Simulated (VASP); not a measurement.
# NaLi3 in VASP: single point with LDA

Aim: the single point of NaLi3 with LDA.

Everything below comes from runs of VASP 6.6.1. Logs are shortened: lines on timing, memory, paths and dates and some standing lists are left out, and cuts for length are marked.

### Step 1. The cell of the first run

The cell holds a slab with vacuum, 12 atoms: a = 5.686 Å, b = 5.686 Å, c = 20.188 Å, α = 90.00°, β = 90.00°, γ = 70.34°.

### Step 2. Single point, LDA

Contents of INCAR:

```
SYSTEM = NaLi3
PREC = Accurate
ENCUT = 520
EDIFF = 1E-6
ISMEAR = -1
SIGMA = 0.1
LREAL = .FALSE.
LASPH = .TRUE.
NELM = 80
ALGO = Normal
ISIF = 2
LWAVE = .FALSE.
LCHARG = .FALSE.
LDIPOL = .TRUE.
IDIPOL = 3
DIPOL = 0.5 0.5 0.500
NBANDS = 36
```

Contents of KPOINTS:

```
regular mesh
0
G
  3 3 1
  0 0 0
```

Contents of POSCAR:

```
NaLi3
1.0
    5.6860824221      0.0000000000      0.0000000000
    1.9133050856      5.3545118321      0.0000000000
    0.0000000000      0.0000000000     20.1877047485
Na Li
3 9
Direct
    0.0000000000      0.0000000000      0.2972106079
    0.5000000000      0.5000000000      0.4594421216
    0.0000000000      0.0000000000      0.6216736353
    0.5000000000      1.0000000000      0.3783263647
    0.0000000000      0.5000000000      0.3783263647
    0.5000000000      0.5000000000      0.2972106079
    1.0000000000      0.5000000000      0.5405578784
    0.5000000000      1.0000000000      0.5405578784
    0.0000000000      1.0000000000      0.4594421216
    0.5000000000      1.0000000000      0.7027893921
    0.0000000000      0.5000000000      0.7027893921
    0.5000000000      0.5000000000      0.6216736353
```

Potentials or basis: VASP PAW LDA potentials, release 64 (Na_pv, Li_sv).

Launch:

```
> cat potpaw_LDA.64/Na_pv/POTCAR potpaw_LDA.64/Li_sv/POTCAR > POTCAR
> mpirun -np 1 vasp_std > vasp.out
```

OUTCAR:

```text
SYSTEM = NaLi3
   PREC = Accurate
   ENCUT = 520
   EDIFF = 1E-6
   ISMEAR = -1
   LREAL = .FALSE.
   LASPH = .TRUE.
   NELM = 80
   ISIF = 2

 ion  position               nearest neighbor table
   1  0.000  0.000  0.297-
   2  0.500  0.500  0.459-
   3  0.000  0.000  0.622-
   4  0.500  0.000  0.378-
   5  0.000  0.500  0.378-
   6  0.500  0.500  0.297-
   7  0.000  0.500  0.541-
   8  0.500  0.000  0.541-
   9  0.000  0.000  0.459-
  10  0.500  0.000  0.703-
  11  0.000  0.500  0.703-
  12  0.500  0.500  0.622-

  LATTYP: Found a base centered orthorhombic cell.
 ALAT       =     6.5501637988
 B/A-ratio  =     1.4192493631
 C/A-ratio  =     3.0820152547

  Lattice vectors:

 A1 = (  -1.9133050856,  -5.3545118321,   0.0000000000)
 A2 = (   5.6860824221,   0.0000000000,   0.0000000000)
 A3 = (   0.0000000000,   0.0000000000,  20.1877047485)

Analysis of symmetry for initial positions (statically):
=====================================================================
 Subroutine PRICEL returns:
 Original cell was already a primitive cell.

 Routine SETGRP: Setting up the symmetry group for a
 base centered orthorhombic supercell.

 Subroutine GETGRP returns: Found  4 space group operations
 (whereof  4 operations were pure point group operations)
 out of a pool of  8 trial point group operations.

The static configuration has the point symmetry C_2v.

Analysis of symmetry for dynamics (positions and initial velocities):
=====================================================================
 Subroutine PRICEL returns:
 Original cell was already a primitive cell.

 Routine SETGRP: Setting up the symmetry group for a
 base centered orthorhombic supercell.

 Subroutine GETGRP returns: Found  4 space group operations
 (whereof  4 operations were pure point group operations)
 out of a pool of  8 trial point group operations.

The dynamic configuration has the point symmetry C_2v.

 Subroutine INISYM returns: Found  4 space group operations
 (whereof  4 operations are pure point group operations),
 and found     1 'primitive' translations

----------------------------------------------------------------------------------------

                                     Primitive cell

  volume of cell :     614.6388

  direct lattice vectors                    reciprocal lattice vectors
     5.686082422  0.000000000  0.000000000     0.175868010 -0.062842173  0.000000000
     1.913305086  5.354511832  0.000000000     0.000000000  0.186758388  0.000000000
     0.000000000  0.000000000 20.187704748     0.000000000  0.000000000  0.049535101

  length of vectors
     5.686082422  5.686082422 20.187704748     0.186758388  0.186758388  0.049535101

  position of ions in fractional coordinates (direct lattice)
     0.000000000  0.000000000  0.297210608
     0.500000000  0.500000000  0.459442122
     0.000000000  0.000000000  0.621673635
     0.500000000  0.000000000  0.378326365
     0.000000000  0.500000000  0.378326365
     0.500000000  0.500000000  0.297210608
     0.000000000  0.500000000  0.540557878
     0.500000000  0.000000000  0.540557878
     0.000000000  0.000000000  0.459442122
     0.500000000  0.000000000  0.702789392
     0.000000000  0.500000000  0.702789392
     0.500000000  0.500000000  0.621673635

  ion indices of the primitive-cell ions
   primitive index   ion index
                 1           1
                 2           2
                 3           3
                 4           4
                 5           5
                 6           6
                 7           7
                 8           8
                 9           9
                10          10
                11          11
                12          12

----------------------------------------------------------------------------------------

 KPOINTS: regular mesh

Automatic generation of k-mesh.
 Grid dimensions read from file:
 generate k-points for:    3    3    1

 Generating k-lattice:

  Cartesian coordinates                     Fractional coordinates (reciprocal lattice)
     0.058622670 -0.020947391  0.000000000     0.333333333  0.000000000  0.000000000
     0.000000000  0.062252796  0.000000000     0.000000000  0.333333333  0.000000000
     0.000000000  0.000000000  0.049535101     0.000000000  0.000000000  1.000000000

  Length of vectors
     0.062252796  0.062252796  0.049535101

  Shift w.r.t. Gamma in fractional coordinates (k-lattice)
     0.000000000  0.000000000  0.000000000

 Subroutine IBZKPT returns following result:
 ===========================================

 Found      4 irreducible k-points:

 Following reciprocal coordinates:
            Coordinates               Weight
  0.000000  0.000000  0.000000      1.000000
  0.333333 -0.000000  0.000000      4.000000
  0.333333  0.333333  0.000000      2.000000
 -0.333333  0.333333  0.000000      2.000000
   k-points           NKPTS =      4   k-points in BZ     NKDIM =      4   number of bands    NBANDS=     36
   number of dos      NEDOS =    301   number of ions     NIONS =     12
   total plane-waves  NPLWV = 264600
   dimension x,y,z NGX =    42 NGY =   42 NGZ =  150
   dimension x,y,z NGXF=    84 NGYF=   84 NGZF=  300
   ions per type =               3   9
   NGX,Y,Z   is equivalent  to a cutoff of  12.28, 12.28, 12.35 a.u.
   NGXF,Y,Z  is equivalent  to a cutoff of  24.56, 24.56, 24.71 a.u.
 SYSTEM =  NaLi3
   PREC   = accura    normal or accurate (medium, high low for compatibility)
   ISTART =      0    job   : 0-new  1-cont  2-samecut
   ICHARG =      2    charge: 1-file 2-atom 10-const
   ISPIN  =      1    spin polarized calculation?
   LNONCOLLINEAR =      F non collinear calculations
   LSORBIT =      F    spin-orbit coupling
   LASPH  =      T    aspherical Exc in radial PAW
   ENCUT  =  520.0 eV  38.22 Ry    6.18 a.u.  10.57 10.57 37.54*2*pi/ulx,y,z
   NELM   =     80;   NELMIN=  2; NELMDL= -5     # of ELM steps
   EDIFF  = 0.1E-05   stopping-criterion for ELM
   LREAL  =      F    real-space projection
   EDIFFG = 0.1E-04   stopping-criterion for IOM
   NSW    =      0    number of steps for IOM
   IBRION =     -1    ionic relax: 0-MD 1-quasi-New 2-CG
   NFREE  =      0    steps in history (QN), initial steepest desc. (CG)
   ISIF   =      2    stress and relaxation
   ISYM   =      2    0-nonsym 1-usesym 2-fastsym
   POTIM  = 0.5000    time-step for ionic-motion
   TEBEG  =    0.0;   TEEND  =   0.0 temperature during run
   PSTRESS=    0.0 pullay stress
   NELECT =      48.0000    total number of electrons
   NUPDOWN=      -1.0000    fix difference up-down
   EMIN   =  10.00;   EMAX   =-10.00  energy-range for DOS
   EFERMI =   0.00;   METHOD = LEGACY
   ISMEAR =    -1;   SIGMA  =   0.10  broadening in eV -4-tet -1-fermi 0-gaus
   EFERMI_NEDOS =   21; number of points for ismear=-14 and -15
   IALGO  =     38    algorithm
   IMIX   =      4    mixing-type and parameters
     AMIX     =   0.40;   BMIX     =  1.00
     AMIX_MAG =   1.60;   BMIX_MAG =  1.00
  volume/ion in A,a.u.               =      51.22       345.65
  Fermi-wavevector in a.u.,A,eV,Ry     =   0.699759  1.322353  6.662268  0.489663
  Thomas-Fermi vector in A             =   1.783726
   LORBIT       =      0    0 simple, 1 ext, 2 COOP (PROOUT), +10 PAW based schemes
   GGA     = CA    functional components
   LHFCALC =     F    Hartree Fock is set to
   AEXX    =    0.0000 exact exchange contribution
   IVDW    =     0    specifies the selected vdW correction
   LEPSILON=     F    determine dielectric tensor
   LRPA    =     F    only Hartree local field effects (RPA)
 non-spin polarized calculation
  energy-cutoff  :      520.00
  volume of cell :      614.64
 maximum number of plane-waves:     16595
 NGX is ok and might be reduce to    42
   NGX = 21   NGY = 21   NGZ = 75

 dipolmoment           0.000000      0.000000     -0.020630 electrons x Angstroem

 number of electron      48.0000037 magnetization

 dipolmoment           0.000000      0.000000      0.028925 electrons x Angstroem

 Free energy of the ion-electron system (eV)
  ---------------------------------------------------
  ext. energy  EPLUGINS =         0.00000000
  ---------------------------------------------------
  free energy    TOTEN  =       -20.56588155 eV

  energy without entropy =      -20.33404370  energy(sigma->0) =      -20.44996263

 E-fermi :  -1.1431     XC(G=0):  -4.2708

 val. band max:       -1.2487733615   @ k =   0.3333   0.3333   0.0000
 cond. band min:      -1.0607336335   @ k =   0.3333  -0.0000   0.0000
 fundamental gap:      0.1880397280
 Fermi energy:        -1.1431089692

 k-point     1 :       0.0000    0.0000    0.0000
  band No.  band energies     occupation
      1     -48.0553      2.00000
      2     -48.0432      2.00000
      3     -48.0404      2.00000
      4     -47.3494      2.00000
      5     -47.3462      2.00000
      6     -47.3348      2.00000
[... 28 lines left out ...]
     35       1.3145      0.00000
     36       1.4545      0.00000

 k-point     2 :       0.3333   -0.0000    0.0000
  band No.  band energies     occupation
      1     -48.0553      2.00000
      2     -48.0425      2.00000
      3     -48.0411      2.00000
      4     -47.3485      2.00000
      5     -47.3469      2.00000
      6     -47.3347      2.00000
[... 28 lines left out ...]
     35       1.7280      0.00000
     36       1.9915      0.00000

 k-point     3 :       0.3333    0.3333    0.0000
  band No.  band energies     occupation
      1     -48.0553      2.00000
      2     -48.0432      2.00000
      3     -48.0404      2.00000
      4     -47.3491      2.00000
      5     -47.3462      2.00000
      6     -47.3346      2.00000
[... 28 lines left out ...]
     35       1.9219      0.00000
     36       2.0974      0.00000

 k-point     4 :      -0.3333    0.3333    0.0000
  band No.  band energies     occupation
      1     -48.0552      2.00000
      2     -48.0425      2.00000
      3     -48.0411      2.00000
      4     -47.3483      2.00000
      5     -47.3470      2.00000
      6     -47.3346      2.00000
[... 28 lines left out ...]
     35       1.9729      0.00000
     36       1.9827      0.00000

------------------------ aborting loop because EDIFF is reached ----------------------------------------

 vacuum level on the upper side and lower side of the slab       (xc-potential included)        -0.266        -0.429

  FORCE on cell =-STRESS in cart. coord.  units (eV):
  Direction    XX          YY          ZZ          XY          YZ          ZX
  --------------------------------------------------------------------------------------
  -------------------------------------------------------------------------------------
  Total       -3.2387988     -2.3341156     -2.0794445     -1.2659082      0.0000000      0.0000000
  in kB       -8.4425683     -6.0843329     -5.4204823     -3.2998394      0.0000000      0.0000000
  external PRESSURE =      -6.6491278 kB  Pullay stress =       0.0000000 kB

 VOLUME and BASIS-vectors are now :
 -----------------------------------------------------------------------------
  energy-cutoff  :      520.00
  volume of cell :      614.64
      direct lattice vectors                 reciprocal lattice vectors
     5.686082422  0.000000000  0.000000000     0.175868010 -0.062842173  0.000000000
     1.913305086  5.354511832  0.000000000     0.000000000  0.186758388  0.000000000
     0.000000000  0.000000000 20.187704748     0.000000000  0.000000000  0.049535101

 POSITION                                       TOTAL-FORCE (eV/Angst)
 -----------------------------------------------------------------------------------
      0.00000      0.00000      6.00000        -0.000000      0.000000     -0.016852
      3.79969      2.67726      9.27508         0.000000      0.000000     -0.047614
      0.00000      0.00000     12.55016         0.000000      0.000000     -0.005785
      2.84304      0.00000      7.63754         0.000000      0.000000      0.062733
      0.95665      2.67726      7.63754        -0.000000      0.000000      0.062733
      3.79969      2.67726      6.00000        -0.000000      0.000000      0.161808
      0.95665      2.67726     10.91262         0.000000      0.000000      0.062611
      2.84304      0.00000     10.91262        -0.000000      0.000000      0.062611
      0.00000      0.00000      9.27508         0.000000      0.000000     -0.066317
      2.84304      0.00000     14.18770         0.000000      0.000000     -0.165653
      0.95665      2.67726     14.18770        -0.000000      0.000000     -0.165653
      3.79969      2.67726     12.55016         0.000000      0.000000      0.055378
 -----------------------------------------------------------------------------------
    total drift:                               -0.000000     -0.000000      0.000160

  FREE ENERGIE OF THE ION-ELECTRON SYSTEM (eV)
  ---------------------------------------------------
  free  energy   TOTEN  =       -20.5658815523 eV

  energy  without entropy=      -20.3340436994  energy(sigma->0) =      -20.44996263

 vacuum level on the upper side and lower side of the slab         1.540         1.373
```

Wall time 96 s (1 thread of Intel Xeon 6975P-C (Granite Rapids), shared host); peak memory 0.44 GiB.

Results:

```yaml
Free_energy: -20.5659 eV
Largest_force: 0.166 eV/Å
Band_gap_on_the_k_mesh: zero (bands 24 and 25 overlap by 0.69 eV)
```

Forces on the atoms (eV/Å):
```
Na   0.000  0.000 -0.017
Na   0.000  0.000 -0.048
Na   0.000  0.000 -0.006
Li   0.000  0.000  0.063
Li   0.000  0.000  0.063
Li   0.000  0.000  0.162
Li   0.000  0.000  0.063
Li   0.000  0.000  0.063
Li   0.000  0.000 -0.066
Li   0.000  0.000 -0.166
Li   0.000  0.000 -0.166
Li   0.000  0.000  0.055
```

Caveat: the k points lie up to 0.39 Å⁻¹ apart, too coarse for converged energies and pressures of a metal; the cutoff is under 1.25 times the usual one of these potentials, so pressure, stress and relaxed cells hold a basis-set (Pulay) error.

The gap in the log of VASP goes by the Fermi energy; the results here count the filled bands.